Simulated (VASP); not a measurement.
# Mo (C2/c) in VASP: a series of runs

Mo is run at these levels: r2SCAN; tasks: single point.

All numbers are computed with VASP 6.6.1; they aren't measurements. Logs are shortened: lines on timing, memory, paths and dates and some standing lists are left out, and cuts for length are marked.

## Step 1: The cell of the first run

The typed cell holds 2 atoms: a = 3.020 Å, b = 3.020 Å, c = 4.631 Å, α = 97.16°, β = 97.16°, γ = 128.16°.

## Step 2: Single point, r2SCAN

POSCAR

```
Mo
1.0
   -1.9207431700      1.9205424399      1.3201816760
    1.9205424399     -1.9207431700      1.3201816760
    3.1383563723      3.1383563723     -1.3205493133
Mo
2
Direct
    0.9999704771      0.0000295229      0.0000000000
    0.7500295229      0.2499704771      0.5000000000
```

INCAR.step1

```
SYSTEM = Mo
  PREC = Accurate
  ENCUT = 520
  ISMEAR = -1
  SIGMA = 0.1
  LREAL = .FALSE.
  LASPH = .TRUE.
  NELM = 80
  NBANDS = 21
  ISYM = 0
  GGA = PE
  ALGO = Normal
  EDIFF = 1E-4
  LWAVE = .TRUE.
  LCHARG = .FALSE.
```

INCAR.step2

```
SYSTEM = Mo
  PREC = Accurate
  ENCUT = 520
  EDIFF = 1E-7
  ISMEAR = -1
  SIGMA = 0.1
  LREAL = .FALSE.
  LASPH = .TRUE.
  NELM = 80
  ALGO = Normal
  ISIF = 2
  LWAVE = .FALSE.
  LCHARG = .FALSE.
  METAGGA = R2SCAN
  LMIXTAU = .TRUE.
  NBANDS = 21
  ISYM = 0
  ISTART = 1
```

KPOINTS

```
Automatic mesh
0
G
  13 13 9
  0 0 0
```

Potentials or basis: VASP PAW PBE potentials, release 64 (Mo_sv).

Started as:

```sh
cat potpaw_PBE.64/Mo_sv/POTCAR > POTCAR
cp INCAR.step1 INCAR
mpirun -np 1 vasp_std > vasp.out
cp INCAR.step2 INCAR
mpirun -np 1 vasp_std > vasp.out
```

OUTCAR:

```text
SYSTEM = Mo
   PREC = Accurate
   ENCUT = 520
   EDIFF = 1E-7
   ISMEAR = -1
   LREAL = .FALSE.
   LASPH = .TRUE.
   NELM = 80
   ISIF = 2
   METAGGA = R2SCAN
   ISYM = 0
   ISTART = 1

 ion  position               nearest neighbor table
   1  1.000  0.000  0.000-   2 2.68   2 2.68   2 2.68   2 2.68   2 3.27   2 3.27   2 3.27   2 3.27

   2  0.750  0.250  0.500-   1 2.68   1 2.68   1 2.68   1 2.68   1 3.27   1 3.27   1 3.27   1 3.27

IMPORTANT INFORMATION: All symmetrisations will be switched off!
NOSYMM: (Re-)initialisation of all symmetry stuff for point group C_1.

----------------------------------------------------------------------------------------

                                     Primitive cell

  volume of cell :      31.8294

  direct lattice vectors                    reciprocal lattice vectors
    -1.920743170  1.920542440  1.320181676    -0.050480491  0.209849019  0.378747868
     1.920542440 -1.920743170  1.320181676     0.209849019 -0.050480491  0.378747868
     3.138356372  3.138356372 -1.320549313     0.159324161  0.159324161  0.000024225

  length of vectors
     3.020035968  3.020035968  4.630595202     0.435929855  0.435929855  0.225318390

  position of ions in fractional coordinates (direct lattice)
     0.999970477  0.000029523  0.000000000
     0.750029523  0.249970477  0.500000000

  ion indices of the primitive-cell ions
   primitive index   ion index
                 1           1
                 2           2

----------------------------------------------------------------------------------------

 KPOINTS: Automatic mesh

Automatic generation of k-mesh.
 Grid dimensions read from file:
 generate k-points for:   13   13    9

 Generating k-lattice:

  Cartesian coordinates                     Fractional coordinates (reciprocal lattice)
    -0.003883115  0.016142232  0.029134451     0.076923077 -0.000000000  0.000000000
     0.016142232 -0.003883115  0.029134451    -0.000000000  0.076923077  0.000000000
     0.017702685  0.017702685  0.000002692     0.000000000  0.000000000  0.111111111

  Length of vectors
     0.033533066  0.033533066  0.025035377

  Shift w.r.t. Gamma in fractional coordinates (k-lattice)
     0.000000000  0.000000000  0.000000000

 Subroutine IBZKPT returns following result:
 ===========================================

 Found    761 irreducible k-points:

 Following reciprocal coordinates:
            Coordinates               Weight
  0.000000  0.000000  0.000000      1.000000
  0.076923  0.000000 -0.000000      2.000000
  0.000000 -0.076923  0.000000      2.000000
  0.153846 -0.000000 -0.000000      2.000000
  0.000000 -0.153846  0.000000      2.000000
  0.230769 -0.000000 -0.000000      2.000000
[... 16 lines left out ...]
  0.461538  0.076923  0.000000      2.000000
 -0.076923 -0.461538  0.000000      2.000000
 [... further k-points ...]
   k-points           NKPTS =    761   k-points in BZ     NKDIM =    761   number of bands    NBANDS=     21
   number of dos      NEDOS =    301   number of ions     NIONS =      2
   total plane-waves  NPLWV =  20736
   dimension x,y,z NGX =    24 NGY =   24 NGZ =   36
   dimension x,y,z NGXF=    48 NGYF=   48 NGZF=   72
   ions per type =               2
   NGX,Y,Z   is equivalent  to a cutoff of  13.21, 13.21, 12.92 a.u.
   NGXF,Y,Z  is equivalent  to a cutoff of  26.42, 26.42, 25.85 a.u.
 SYSTEM =  Mo
   PREC   = accura    normal or accurate (medium, high low for compatibility)
   ISTART =      1    job   : 0-new  1-cont  2-samecut
   ICHARG =      0    charge: 1-file 2-atom 10-const
   ISPIN  =      1    spin polarized calculation?
   LNONCOLLINEAR =      F non collinear calculations
   LSORBIT =      F    spin-orbit coupling
   LASPH  =      T    aspherical Exc in radial PAW
   ENCUT  =  520.0 eV  38.22 Ry    6.18 a.u.   5.62  5.62  8.61*2*pi/ulx,y,z
   NELM   =     80;   NELMIN=  2; NELMDL=  0     # of ELM steps
   EDIFF  = 0.1E-06   stopping-criterion for ELM
   LREAL  =      F    real-space projection
   EDIFFG = 0.1E-05   stopping-criterion for IOM
   NSW    =      0    number of steps for IOM
   IBRION =     -1    ionic relax: 0-MD 1-quasi-New 2-CG
   NFREE  =      0    steps in history (QN), initial steepest desc. (CG)
   ISIF   =      2    stress and relaxation
   ISYM   =      0    0-nonsym 1-usesym 2-fastsym
   POTIM  = 0.5000    time-step for ionic-motion
   TEBEG  =    0.0;   TEEND  =   0.0 temperature during run
   PSTRESS=    0.0 pullay stress
   NELECT =      28.0000    total number of electrons
   NUPDOWN=      -1.0000    fix difference up-down
   EMIN   =  10.00;   EMAX   =-10.00  energy-range for DOS
   EFERMI =   0.00;   METHOD = LEGACY
   ISMEAR =    -1;   SIGMA  =   0.10  broadening in eV -4-tet -1-fermi 0-gaus
   EFERMI_NEDOS =   21; number of points for ismear=-14 and -15
   IALGO  =     38    algorithm
   IMIX   =      4    mixing-type and parameters
     AMIX     =   0.40;   BMIX     =  1.00
     AMIX_MAG =   1.60;   BMIX_MAG =  1.00
  volume/ion in A,a.u.               =      15.91       107.40
  Fermi-wavevector in a.u.,A,eV,Ry     =   1.568621  2.964263 33.478102  2.460571
  Thomas-Fermi vector in A             =   2.670625
   LORBIT       =      0    0 simple, 1 ext, 2 COOP (PROOUT), +10 PAW based schemes
   METAGGA = R2SCAN    functional components
   LHFCALC =     F    Hartree Fock is set to
   AEXX    =    0.0000 exact exchange contribution
   IVDW    =     0    specifies the selected vdW correction
   LEPSILON=     F    determine dielectric tensor
   LRPA    =     F    only Hartree local field effects (RPA)
 non-spin polarized calculation
  energy-cutoff  :      520.00
  volume of cell :       31.83
 maximum number of plane-waves:       878
   NGX = 11   NGY = 11   NGZ = 17

 number of electron      27.9999999 magnetization

 Free energy of the ion-electron system (eV)
  ---------------------------------------------------
  ext. energy  EPLUGINS =         0.00000000
  ---------------------------------------------------
  free energy    TOTEN  =       -51.67441073 eV

  energy without entropy =      -51.62849080  energy(sigma->0) =      -51.65145077

 E-fermi :  12.0670     XC(G=0): -14.4861

 val. band max:       12.0612310801   @ k =   0.3077   0.1538  -0.3333
 cond. band min:      12.0714812486   @ k =   0.1538   0.0769   0.2222
 fundamental gap:      0.0102501685
 Fermi energy:        12.0669617122

 k-point     1 :       0.0000    0.0000    0.0000
  band No.  band energies     occupation
      1     -50.9110      2.00000
      2     -50.5855      2.00000
      3     -24.9324      2.00000
      4     -23.9705      2.00000
      5     -23.5374      2.00000
      6     -23.3528      2.00000
[... 13 lines left out ...]
     20      16.4101      0.00000
     21      24.3661      0.00000

 k-point     2 :       0.0769    0.0000   -0.0000
  band No.  band energies     occupation
      1     -50.8947      2.00000
      2     -50.5776      2.00000
      3     -24.9024      2.00000
      4     -23.9776      2.00000
      5     -23.5555      2.00000
      6     -23.4342      2.00000
[... 13 lines left out ...]
     20      16.7511      0.00000
     21      24.2779      0.00000

 k-point     3 :       0.0000   -0.0769    0.0000
  band No.  band energies     occupation
      1     -50.8947      2.00000
      2     -50.5776      2.00000
      3     -24.9024      2.00000
      4     -23.9776      2.00000
      5     -23.5555      2.00000
      6     -23.4342      2.00000
[... 13 lines left out ...]
     20      16.7511      0.00000
     21      24.2779      0.00000

 k-point     4 :       0.1538   -0.0000   -0.0000
  band No.  band energies     occupation
      1     -50.8490      2.00000
      2     -50.5559      2.00000
      3     -24.8196      2.00000
      4     -24.0000      2.00000
      5     -23.7062      2.00000
      6     -23.6538      2.00000
[... 13 lines left out ...]
     20      18.1444      0.00000
     21      24.1957      0.00000

 k-point     5 :       0.0000   -0.1538    0.0000
  band No.  band energies     occupation
      1     -50.8490      2.00000
      2     -50.5559      2.00000
      3     -24.8196      2.00000
      4     -24.0000      2.00000
      5     -23.7062      2.00000
      6     -23.6538      2.00000
[... 13 lines left out ...]
     20      18.1444      0.00000
     21      24.1957      0.00000

 k-point     6 :       0.2308   -0.0000   -0.0000
  band No.  band energies     occupation
      1     -50.7827      2.00000
      2     -50.5262      2.00000
      3     -24.7072      2.00000
      4     -24.1067      2.00000
      5     -23.9663      2.00000
      6     -23.9293      2.00000
[... 13 lines left out ...]
     20      19.4155      0.00000
     21      24.3256      0.00000

 k-point     7 :       0.0000   -0.2308    0.0000
  band No.  band energies     occupation
      1     -50.7827      2.00000
      2     -50.5262      2.00000
      3     -24.7072      2.00000
      4     -24.1067      2.00000
      5     -23.9663      2.00000
      6     -23.9293      2.00000
[... 13 lines left out ...]
     20      19.4155      0.00000
     21      24.3256      0.00000
[... 291 lines left out ...]
      1     -50.6589      2.00000
      2     -50.4716      2.00000
      3     -24.6841      2.00000
      4     -24.6223      2.00000
      5     -24.3640      2.00000
      6     -23.9860      2.00000
[... 13 lines left out ...]
     20      20.0505      0.00000
     21      24.8434      0.00000

 k-point    21 :       0.3846    0.0769   -0.0000
  band No.  band energies     occupation
      1     -50.6117      2.00000
      2     -50.4632      2.00000
      3     -24.8523      2.00000
      4     -24.7306      2.00000
      5     -24.3311      2.00000
      6     -23.9713      2.00000
[... 13 lines left out ...]
     20      20.0134      0.00000
     21      23.3629      0.00000

 k-point    22 :      -0.0769   -0.3846    0.0000
  band No.  band energies     occupation
      1     -50.6117      2.00000
      2     -50.4632      2.00000
      3     -24.8523      2.00000
      4     -24.7306      2.00000
      5     -24.3311      2.00000
      6     -23.9713      2.00000
[... 13 lines left out ...]
     20      20.0134      0.00000
     21      23.3629      0.00000

 k-point    23 :       0.4615    0.0769    0.0000
  band No.  band energies     occupation
      1     -50.5984      2.00000
      2     -50.4679      2.00000
      3     -24.8767      2.00000
      4     -24.7397      2.00000
      5     -24.3117      2.00000
      6     -23.9241      2.00000
[... 13 lines left out ...]
     20      19.8703      0.00000
     21      22.8408      0.00000

 k-point    24 :      -0.0769   -0.4615    0.0000
  band No.  band energies     occupation
      1     -50.5984      2.00000
      2     -50.4679      2.00000
      3     -24.8767      2.00000
      4     -24.7397      2.00000
      5     -24.3117      2.00000
      6     -23.9241      2.00000
[... 13 lines left out ...]
     20      19.8703      0.00000
     21      22.8408      0.00000

 [... further k-points ...]
[... 5 lines left out ...]
  --------------------------------------------------------------------------------------
  -------------------------------------------------------------------------------------
  Total        0.2104784      0.2104784      0.2271218      0.0218467      0.0000013      0.0000013
  in kB       10.5947171     10.5947183     11.4324897      1.0996834      0.0000660      0.0000666
  external PRESSURE =      10.8739750 kB  Pullay stress =       0.0000000 kB

 VOLUME and BASIS-vectors are now :
 -----------------------------------------------------------------------------
  energy-cutoff  :      520.00
  volume of cell :       31.83
      direct lattice vectors                 reciprocal lattice vectors
    -1.920743170  1.920542440  1.320181676    -0.050480491  0.209849019  0.378747868
     1.920542440 -1.920743170  1.320181676     0.209849019 -0.050480491  0.378747868
     3.138356372  3.138356372 -1.320549313     0.159324161  0.159324161  0.000024225

 POSITION                                       TOTAL-FORCE (eV/Angst)
 -----------------------------------------------------------------------------------
     -1.92063      1.92043      1.32018         0.000022     -0.000022      0.000000
      0.60864      2.52951      0.65991        -0.000022      0.000022     -0.000000
 -----------------------------------------------------------------------------------
    total drift:                                0.000000     -0.000000     -0.000000

  FREE ENERGIE OF THE ION-ELECTRON SYSTEM (eV)
  ---------------------------------------------------
  free  energy   TOTEN  =       -51.6744107326 eV

  energy  without entropy=      -51.6284907995  energy(sigma->0) =      -51.65145077
```

Wall time 16 min (1 thread of AMD EPYC 9R45 (Zen 5), shared host); peak memory 0.45 GiB.

Results:

| Quantity | Value |
| --- | --- |
| Free energy | -51.6744 eV |
| Pressure | 1.1 GPa |
| Band gap on the k mesh | zero (bands 14 and 15 overlap by 1.55 eV) |

Levels at points of the mesh, in eV from the Fermi level:
```csv
k point,band 11,band 12,band 13,band 14,band 15,band 16,band 17,band 18
"(0.00, 0.00, 0.00)",-2.60,-2.40,-1.31,0.65,1.08,1.12,2.01,2.43
```

Caveat: the PAW data sets were made with another functional, which shifts forces and pressure a little.

## Step 3: Single point, r2SCAN (14.00 Å³/atom)

This run uses another cell than the first one, of 14.00 Å³/atom.

POSCAR

```
Mo
1.0
   -1.8406173930      1.8404250366      1.2651089394
    1.8404250366     -1.8406173930      1.2651089394
    3.0074366081      3.0074366081     -1.2654612404
Mo
2
Direct
    0.9999704771      0.0000295229      0.0000000000
    0.7500295229      0.2499704771      0.5000000000
```

INCAR.step1

```
PREC     = Accurate       # precision mode
ENCUT    = 520            # plane-wave cutoff, eV
ISMEAR   = -1             # smearing method
SIGMA    = 0.1            # smearing width, eV
LREAL    = F              # projectors in reciprocal space
LASPH    = T              # aspherical terms in the spheres
NELM     = 100            # most SCF steps
NBANDS   = 21             # bands
GGA      = PE             # functional
ALGO     = Normal         # electronic algorithm
EDIFF    = 1E-4           # SCF threshold, eV
LWAVE    = T              # write WAVECAR
LCHARG   = F              # write CHGCAR
```

INCAR.step2

```
PREC     = Accurate       # precision mode
ENCUT    = 520            # plane-wave cutoff, eV
EDIFF    = 1E-6           # SCF threshold, eV
ISMEAR   = -1             # smearing method
SIGMA    = 0.1            # smearing width, eV
LREAL    = F              # projectors in reciprocal space
LASPH    = T              # aspherical terms in the spheres
NELM     = 100            # most SCF steps
ALGO     = Normal         # electronic algorithm
ISIF     = 2              # what is computed and relaxed
LWAVE    = F              # write WAVECAR
LCHARG   = F              # write CHGCAR
METAGGA  = R2SCAN         # meta-GGA
LMIXTAU  = T            
NBANDS   = 21             # bands
ISTART   = 1
```

KPOINTS

```
regular mesh
0
Gamma
  15 15 8
```

Potentials or basis: VASP PAW PBE potentials, release 64 (Mo_sv).

Started as:

```sh
cat potpaw_PBE.64/Mo_sv/POTCAR > POTCAR
cp INCAR.step1 INCAR
mpirun -np 1 vasp_std > vasp.out
cp INCAR.step2 INCAR
mpirun -np 1 vasp_std > vasp.out
```

OUTCAR:

```text
PREC = Accurate
   ENCUT = 520
   EDIFF = 1E-6
   ISMEAR = -1
   LREAL = F
   LASPH = T
   NELM = 100
   ISIF = 2
   METAGGA = R2SCAN
   ISTART = 1

 ion  position               nearest neighbor table
   1  1.000  0.000  0.000-   2 2.57   2 2.57   2 2.57   2 2.57   2 3.13   2 3.13   2 3.13   2 3.13

   2  0.750  0.250  0.500-   1 2.57   1 2.57   1 2.57   1 2.57   1 3.13   1 3.13   1 3.13   1 3.13

  Warning from LATTYP: Got some problem with cell dimensions!
  Tried to take original basis but could not verify dimensions!
  LATTYP: Found a base centered monoclinic cell.
 ALAT       =     2.5302178934
 B/A-ratio  =     2.0574434088
 C/A-ratio  =     1.7535894983
 COS(beta)  =    -0.2849469869

  Lattice vectors:

 A1 = (   1.8406173930,  -1.8404250366,  -1.2651089394)
 A2 = (  -1.8404250366,   1.8406173930,  -1.2651089394)
 A3 = (   3.0072442517,   3.0072442517,   1.2647566384)

Analysis of symmetry for initial positions (statically):
=====================================================================
 Subroutine PRICEL returns:
 Original cell was already a primitive cell.

[... 161 lines left out ...]
 number of electron      28.0000001 magnetization

 Free energy of the ion-electron system (eV)
  ---------------------------------------------------
  ext. energy  EPLUGINS =         0.00000000
  ---------------------------------------------------
  free energy    TOTEN  =       -51.19030396 eV

  energy without entropy =      -51.14972783  energy(sigma->0) =      -51.17001590

 E-fermi :  14.2533     XC(G=0): -15.3093

 val. band max:       14.2527272573   @ k =  -0.2000  -0.4667   0.3750
 cond. band min:      14.2540654769   @ k =  -0.4667   0.0667   0.1250
 fundamental gap:      0.0013382196
 Fermi energy:        14.2532583054

 k-point     1 :       0.0000    0.0000    0.0000
  band No.  band energies     occupation
      1     -48.8462      2.00000
      2     -48.3171      2.00000
      3     -23.2091      2.00000
      4     -21.7514      2.00000
      5     -21.1276      2.00000
      6     -20.8939      2.00000
[... 565 lines left out ...]
     20      23.3050      0.00000
     21      28.3603      0.00000

 [... further k-points ...]
[... 5 lines left out ...]
  --------------------------------------------------------------------------------------
  -------------------------------------------------------------------------------------
  Total        7.6583624      7.6583624      7.6977092      0.4002423     -0.0008417     -0.0008417
  in kB      438.0615768    438.0615768    440.3122308     22.8940297     -0.0481447     -0.0481436
  external PRESSURE =     438.8117948 kB  Pullay stress =       0.0000000 kB

 VOLUME and BASIS-vectors are now :
 -----------------------------------------------------------------------------
  energy-cutoff  :      520.00
  volume of cell :       28.01
      direct lattice vectors                 reciprocal lattice vectors
    -1.840617393  1.840425037  1.265108939    -0.052678008  0.218984169  0.395235524
     1.840425037 -1.840617393  1.265108939     0.218984169 -0.052678008  0.395235524
     3.007436608  3.007436608 -1.265461240     0.166259862  0.166259862  0.000025279

 POSITION                                       TOTAL-FORCE (eV/Angst)
 -----------------------------------------------------------------------------------
     -1.84051      1.84032      1.26511        -0.003399      0.003399      0.000000
      0.58325      2.42399      0.63238         0.003399     -0.003399     -0.000000
 -----------------------------------------------------------------------------------
    total drift:                                0.000000     -0.000000     -0.000000

  FREE ENERGIE OF THE ION-ELECTRON SYSTEM (eV)
  ---------------------------------------------------
  free  energy   TOTEN  =       -51.1903039619 eV

  energy  without entropy=      -51.1497278290  energy(sigma->0) =      -51.17001590
```

OUTCAR.step1:

```text
PREC = Accurate
   ENCUT = 520
   ISMEAR = -1
   LREAL = F
   LASPH = T
   NELM = 100
[... 803 lines left out ...]
 -----------------------------------------------------------------------------------
     -1.84051      1.84032      1.26511        -0.003639      0.003639     -0.000000
      0.58325      2.42399      0.63238         0.003639     -0.003639      0.000000
 -----------------------------------------------------------------------------------
    total drift:                                0.000000     -0.000000     -0.000000

  FREE ENERGIE OF THE ION-ELECTRON SYSTEM (eV)
  ---------------------------------------------------
  free  energy   TOTEN  =       -20.9033102990 eV

  energy  without entropy=      -20.8597884766  energy(sigma->0) =      -20.88154939
```

Wall time 17 min (1 thread of Oxide Virtual Turin-like, shared host); peak memory 0.3 GiB.

What came out:

| Property | Result |
| --- | --- |
| Free energy | -51.1903 eV |
| Pressure | 43.9 GPa |
| Largest force | 0.005 eV/Å |
| Band gap on the k mesh | zero (bands 14 and 15 overlap by 2.10 eV) |

Forces in eV/Å, atoms in the order of the input:
```
Mo  -0.003  0.003  0.000
Mo   0.003 -0.003  0.000
```

Caveat: the cell stands under pressure; the PAW data sets were made with another functional, which shifts forces and pressure a little.
